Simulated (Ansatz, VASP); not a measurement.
# CoO in VASP and in Ansatz

```
CELL_PARAMETERS angstrom
1.50547 0.86918 2.43993
-1.50547 0.86918 2.43993
0.00000 -1.73837 2.43993
ATOMIC_POSITIONS crystal
Co 0.00000 0.00000 0.00000
O 0.50000 0.50000 0.50000
```

Alike in both runs: task single point; functional LDA; k mesh 11 × 11 × 11; occupations fermi-dirac, width 0.05 eV; collinear spin.

```csv
,VASP,Ansatz
version,VASP 6.6.1,Ansatz 0.2.0
potentials or method,"VASP PAW LDA potentials, release 64 (Co, O)",Ansatz PAW
plane-wave cutoff (eV),520,420
valence electrons in the cell,15,23
```

Ansatz gave:

* gap on the k mesh at the Fermi level (eV): none
* pressure (GPa): -17.8
* traceless stress, the component that is largest in VASP (GPa): -0.14
* net moment per atom (μB): 1.43
* size of the moment on the site where the two differ most (μB): 0.33

Estimate VASP's values.

gap on the k mesh at the Fermi level (eV): none; pressure (GPa): -19.4; traceless stress, the component that is largest in VASP (GPa): -0.12; net moment per atom (μB): 1.35; size of the moment on the site where the two differ most (μB): 0.28.

LDA's correlation is that of Perdew and Zunger in VASP and of Perdew and Wang (1992) in Ansatz. Site moments also hang on the region over which each program counts them. A gap of «none» marks a metal or a gap that the smearing closes. VASP's potentials hold 15 valence electrons a cell and Ansatz's 23, so a difference there can come from the potentials and not from the codes.
